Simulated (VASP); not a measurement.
# Rb (Pnma) in VASP: single point with PBE

Aim: the single point of Rb with PBE.

All numbers are computed with VASP 6.6.1; they aren't measurements. Logs are shortened: lines on timing, memory, paths and dates and some standing lists are left out, and cuts for length are marked.

### 1 The cell of the first run

The structure is orthorhombic, space group Pnma (No. 62). Conventional cell: a = 5.740 Å, b = 4.640 Å, c = 12.380 Å, α = 90.00°, β = 90.00°, γ = 90.00°. Within 4.7 Å of Rb (site symmetry m) lie 6 Rb at 3.56 to 4.64 Å.

### 2 Single point, PBE

INCAR reads:

```
  PREC = Accurate
  ENCUT = 520
  EDIFF = 1E-6
  ISMEAR = 0
  SIGMA = 0.05
  LREAL = False
  LASPH = True
  NELM = 80
  ALGO = Normal
  ISIF = 2
  LWAVE = False
  LCHARG = False
  GGA = PE
  NBANDS = 26
```

KPOINTS reads:

```
regular mesh
0
Gamma
  8 8 4
```

POSCAR reads:

```
Rb
1.0
    5.7400000000      0.0000000000      0.0000000000
    0.0000000000      4.6400000000      0.0000000000
    0.0000000000      0.0000000000     12.3800000000
Rb
4
Direct
    0.0470000000      0.2500000000      0.8930000000
    0.4530000000      0.7500000000      0.3930000000
    0.5470000000      0.2500000000      0.6070000000
    0.9530000000      0.7500000000      0.1070000000
```

Potentials or basis: VASP PAW PBE potentials, release 64 (Rb_sv).

The run is started by

```console
cat potpaw_PBE.64/Rb_sv/POTCAR > POTCAR
mpirun -np 1 vasp_std > vasp.out
```

OUTCAR:

```text
PREC = Accurate
   ENCUT = 520
   EDIFF = 1E-6
   ISMEAR = 0
   LREAL = False
   LASPH = True
   NELM = 80
   ISIF = 2
   GGA = PE

 ion  position               nearest neighbor table
   1  0.047  0.250  0.893-   4 3.56   4 3.56   3 4.56   3 4.56
   2  0.453  0.750  0.393-   3 3.56   3 3.56   4 4.56   4 4.56
   3  0.547  0.250  0.607-   2 3.56   2 3.56   1 4.56   1 4.56
   4  0.953  0.750  0.107-   1 3.56   1 3.56   2 4.56   2 4.56

  LATTYP: Found a simple orthorhombic cell.
 ALAT       =     4.6400000000
 B/A-ratio  =     1.2370689655
 C/A-ratio  =     2.6681034483

  Lattice vectors:

 A1 = (   0.0000000000,  -4.6400000000,   0.0000000000)
 A2 = (   5.7400000000,   0.0000000000,   0.0000000000)
 A3 = (   0.0000000000,   0.0000000000,  12.3800000000)

Analysis of symmetry for initial positions (statically):
=====================================================================
 Subroutine PRICEL returns:
 Original cell was already a primitive cell.

 Routine SETGRP: Setting up the symmetry group for a
 simple orthorhombic supercell.

 Subroutine GETGRP returns: Found  8 space group operations
 (whereof  2 operations were pure point group operations)
 out of a pool of  8 trial point group operations.

The static configuration has the point symmetry S_2 .
 The point group associated with its full space group is D_2h.

Analysis of symmetry for dynamics (positions and initial velocities):
=====================================================================
 Subroutine PRICEL returns:
 Original cell was already a primitive cell.

 Routine SETGRP: Setting up the symmetry group for a
 simple orthorhombic supercell.

 Subroutine GETGRP returns: Found  8 space group operations
 (whereof  2 operations were pure point group operations)
 out of a pool of  8 trial point group operations.

The dynamic configuration has the point symmetry S_2 .
 The point group associated with its full space group is D_2h.

 Subroutine INISYM returns: Found  8 space group operations
 (whereof  2 operations are pure point group operations),
 and found     1 'primitive' translations

----------------------------------------------------------------------------------------

                                     Primitive cell

  volume of cell :     329.7240

  direct lattice vectors                    reciprocal lattice vectors
     5.740000000  0.000000000  0.000000000     0.174216028  0.000000000  0.000000000
     0.000000000  4.640000000  0.000000000     0.000000000  0.215517241  0.000000000
     0.000000000  0.000000000 12.380000000     0.000000000  0.000000000  0.080775444

  length of vectors
     5.740000000  4.640000000 12.380000000     0.174216028  0.215517241  0.080775444

  position of ions in fractional coordinates (direct lattice)
     0.047000000  0.250000000  0.893000000
     0.453000000  0.750000000  0.393000000
     0.547000000  0.250000000  0.607000000
     0.953000000  0.750000000  0.107000000

  ion indices of the primitive-cell ions
   primitive index   ion index
                 1           1
                 2           2
                 3           3
                 4           4

----------------------------------------------------------------------------------------

 KPOINTS: regular mesh

Automatic generation of k-mesh.
 Grid dimensions read from file:
 generate k-points for:    8    8    4

 Generating k-lattice:

  Cartesian coordinates                     Fractional coordinates (reciprocal lattice)
     0.021777003  0.000000000  0.000000000     0.125000000  0.000000000  0.000000000
     0.000000000  0.026939655  0.000000000     0.000000000  0.125000000  0.000000000
     0.000000000  0.000000000  0.020193861     0.000000000  0.000000000  0.250000000

  Length of vectors
     0.021777003  0.026939655  0.020193861

  Shift w.r.t. Gamma in fractional coordinates (k-lattice)
     0.000000000  0.000000000  0.000000000

 Subroutine IBZKPT returns following result:
 ===========================================

 Found     75 irreducible k-points:

 Following reciprocal coordinates:
            Coordinates               Weight
  0.000000  0.000000  0.000000      1.000000
  0.125000  0.000000  0.000000      2.000000
  0.250000  0.000000  0.000000      2.000000
  0.375000  0.000000  0.000000      2.000000
  0.500000  0.000000  0.000000      1.000000
  0.000000  0.125000  0.000000      2.000000
[... 16 lines left out ...]
  0.250000  0.500000  0.000000      2.000000
  0.375000  0.500000  0.000000      2.000000
 [... further k-points ...]
   k-points           NKPTS =     75   k-points in BZ     NKDIM =     75   number of bands    NBANDS=     26
   number of dos      NEDOS =    301   number of ions     NIONS =      4
   total plane-waves  NPLWV = 165888
   dimension x,y,z NGX =    48 NGY =   36 NGZ =   96
   dimension x,y,z NGXF=    96 NGYF=   72 NGZF=  192
   ions per type =               4
   NGX,Y,Z   is equivalent  to a cutoff of  13.90, 12.90, 12.89 a.u.
   NGXF,Y,Z  is equivalent  to a cutoff of  27.80, 25.80, 25.78 a.u.
 SYSTEM =  unknown system
   PREC   = accura    normal or accurate (medium, high low for compatibility)
   ISTART =      0    job   : 0-new  1-cont  2-samecut
   ICHARG =      2    charge: 1-file 2-atom 10-const
   ISPIN  =      1    spin polarized calculation?
   LNONCOLLINEAR =      F non collinear calculations
   LSORBIT =      F    spin-orbit coupling
   LASPH  =      T    aspherical Exc in radial PAW
   ENCUT  =  520.0 eV  38.22 Ry    6.18 a.u.  10.67  8.63 23.02*2*pi/ulx,y,z
   NELM   =     80;   NELMIN=  2; NELMDL= -5     # of ELM steps
   EDIFF  = 0.1E-05   stopping-criterion for ELM
   LREAL  =      F    real-space projection
   EDIFFG = 0.1E-04   stopping-criterion for IOM
   NSW    =      0    number of steps for IOM
   IBRION =     -1    ionic relax: 0-MD 1-quasi-New 2-CG
   NFREE  =      0    steps in history (QN), initial steepest desc. (CG)
   ISIF   =      2    stress and relaxation
   ISYM   =      2    0-nonsym 1-usesym 2-fastsym
   POTIM  = 0.5000    time-step for ionic-motion
   TEBEG  =    0.0;   TEEND  =   0.0 temperature during run
   PSTRESS=    0.0 pullay stress
   NELECT =      36.0000    total number of electrons
   NUPDOWN=      -1.0000    fix difference up-down
   EMIN   =  10.00;   EMAX   =-10.00  energy-range for DOS
   EFERMI =   0.00;   METHOD = LEGACY
   ISMEAR =     0;   SIGMA  =   0.05  broadening in eV -4-tet -1-fermi 0-gaus
   EFERMI_NEDOS =   21; number of points for ismear=-14 and -15
   IALGO  =     38    algorithm
   IMIX   =      4    mixing-type and parameters
     AMIX     =   0.40;   BMIX     =  1.00
     AMIX_MAG =   1.60;   BMIX_MAG =  1.00
  volume/ion in A,a.u.               =      82.43       556.27
  Fermi-wavevector in a.u.,A,eV,Ry     =   0.782454  1.478624  8.329953  0.612234
  Thomas-Fermi vector in A             =   1.886181
   LORBIT       =      0    0 simple, 1 ext, 2 COOP (PROOUT), +10 PAW based schemes
   GGA     = PE    functional components
   LHFCALC =     F    Hartree Fock is set to
   AEXX    =    0.0000 exact exchange contribution
   IVDW    =     0    specifies the selected vdW correction
   LEPSILON=     F    determine dielectric tensor
   LRPA    =     F    only Hartree local field effects (RPA)
 non-spin polarized calculation
 Gauss-broadening in eV      SIGMA  =   0.05
  energy-cutoff  :      520.00
  volume of cell :      329.72
 maximum number of plane-waves:      8912
 NGX is ok and might be reduce to    48
   NGX = 21   NGY = 17   NGZ = 47

 number of electron      36.0000000 magnetization

 Free energy of the ion-electron system (eV)
  ---------------------------------------------------
  ext. energy  EPLUGINS =         0.00000000
  ---------------------------------------------------
  free energy    TOTEN  =        -2.34751090 eV

  energy without entropy =       -2.34356921  energy(sigma->0) =       -2.34554005

 E-fermi :   0.3453     XC(G=0):  -5.6779

 val. band max:        0.3373434759   @ k =   0.2500   0.1250   0.2500
 cond. band min:       0.3497526756   @ k =   0.0000   0.3750   0.0000
 fundamental gap:      0.0124091997
 Fermi energy:         0.3452997879

 k-point     1 :       0.0000    0.0000    0.0000
  band No.  band energies     occupation
      1     -29.0750      2.00000
      2     -29.0701      2.00000
      3     -28.9776      2.00000
      4     -28.9726      2.00000
      5     -13.4696      2.00000
      6     -13.4091      2.00000
[... 18 lines left out ...]
     25       2.7557      0.00000
     26       2.9759      0.00000

 k-point     2 :       0.1250    0.0000    0.0000
  band No.  band energies     occupation
      1     -29.0748      2.00000
      2     -29.0703      2.00000
      3     -28.9774      2.00000
      4     -28.9728      2.00000
      5     -13.4675      2.00000
      6     -13.4119      2.00000
[... 18 lines left out ...]
     25       2.7280      0.00000
     26       2.8220      0.00000

 k-point     3 :       0.2500    0.0000    0.0000
  band No.  band energies     occupation
      1     -29.0742      2.00000
      2     -29.0707      2.00000
      3     -28.9768      2.00000
      4     -28.9733      2.00000
      5     -13.4617      2.00000
      6     -13.4195      2.00000
[... 18 lines left out ...]
     25       2.6648      0.00000
     26       2.6683      0.00000

 k-point     4 :       0.3750    0.0000    0.0000
  band No.  band energies     occupation
      1     -29.0733      2.00000
      2     -29.0714      2.00000
      3     -28.9760      2.00000
      4     -28.9740      2.00000
      5     -13.4528      2.00000
      6     -13.4302      2.00000
[... 18 lines left out ...]
     25       2.5760      0.00000
     26       2.5961      0.00000
[... 496 lines left out ...]
      1     -29.0219      2.00000
      2     -29.0219      2.00000
      3     -29.0174      2.00000
      4     -29.0174      2.00000
      5     -13.4880      2.00000
      6     -13.4880      2.00000
[... 18 lines left out ...]
     25       2.8134      0.00000
     26       2.8397      0.00000

 k-point    23 :       0.2500    0.5000    0.0000
  band No.  band energies     occupation
      1     -29.0213      2.00000
      2     -29.0213      2.00000
      3     -29.0179      2.00000
      4     -29.0179      2.00000
      5     -13.4839      2.00000
      6     -13.4839      2.00000
[... 18 lines left out ...]
     25       2.6235      0.00000
     26       2.6762      0.00000

 k-point    24 :       0.3750    0.5000    0.0000
  band No.  band energies     occupation
      1     -29.0205      2.00000
      2     -29.0205      2.00000
      3     -29.0186      2.00000
      4     -29.0186      2.00000
      5     -13.4780      2.00000
      6     -13.4780      2.00000
[... 18 lines left out ...]
     25       2.5078      0.00000
     26       2.5134      0.00000

 [... further k-points ...]
[... 5 lines left out ...]
  --------------------------------------------------------------------------------------
  -------------------------------------------------------------------------------------
  Total       -1.1218996      3.8297228      4.2416062      0.0000000      0.0000000      0.0000000
  in kB       -5.4514756     18.6091872     20.6105892      0.0000000      0.0000000      0.0000000
  external PRESSURE =      11.2561003 kB  Pullay stress =       0.0000000 kB

 VOLUME and BASIS-vectors are now :
 -----------------------------------------------------------------------------
  energy-cutoff  :      520.00
  volume of cell :      329.72
      direct lattice vectors                 reciprocal lattice vectors
     5.740000000  0.000000000  0.000000000     0.174216028  0.000000000  0.000000000
     0.000000000  4.640000000  0.000000000     0.000000000  0.215517241  0.000000000
     0.000000000  0.000000000 12.380000000     0.000000000  0.000000000  0.080775444

 POSITION                                       TOTAL-FORCE (eV/Angst)
 -----------------------------------------------------------------------------------
      0.26978      1.16000     11.05534         0.201557      0.000000     -0.742910
      2.60022      3.48000      4.86534        -0.201557     -0.000000     -0.742910
      3.13978      1.16000      7.51466         0.201557     -0.000000      0.742910
      5.47022      3.48000      1.32466        -0.201557      0.000000      0.742910
 -----------------------------------------------------------------------------------
    total drift:                                0.000000      0.000000      0.000000

  FREE ENERGIE OF THE ION-ELECTRON SYSTEM (eV)
  ---------------------------------------------------
  free  energy   TOTEN  =        -2.3475108958 eV

  energy  without entropy=       -2.3435692113  energy(sigma->0) =       -2.34554005
```

It took 14 min on 1 thread of Intel Xeon 8259CL, shared host; peak memory 0.71 GiB.

What came out:

- Free energy: -2.3475 eV
- Pressure: 1.1 GPa
- Largest force: 0.770 eV/Å
- Band gap on the k mesh: zero (bands 18 and 19 overlap by 1.51 eV)

Forces on the atoms (eV/Å):
```
Rb   0.202  0.000 -0.743
Rb  -0.202  0.000 -0.743
Rb   0.202  0.000  0.743
Rb  -0.202  0.000  0.743
```

Levels at points of the mesh, in eV from the Fermi level:
```csv
k point,band 16,band 17,band 18,band 19,band 20,band 21
"(0.00, 0.00, 0.00)",-13.23,-2.14,-1.02,-0.88,0.73,1.30
"(0.50, 0.00, 0.00)",-13.25,-0.87,-0.87,0.09,0.09,0.29
"(0.00, 0.50, 0.00)",-13.23,-0.15,-0.15,0.63,0.63,0.79
"(0.50, 0.50, 0.00)",-13.24,0.62,0.62,0.62,0.62,1.28
"(0.00, 0.00, 0.50)",-13.26,-1.82,-1.82,0.14,0.14,1.50
"(0.50, 0.00, 0.50)",-13.26,-0.80,-0.80,-0.28,-0.28,0.75
"(0.00, 0.50, 0.50)",-13.23,-0.06,-0.06,0.24,0.24,1.29
"(0.50, 0.50, 0.50)",-13.24,0.63,0.63,0.63,0.63,1.25
```
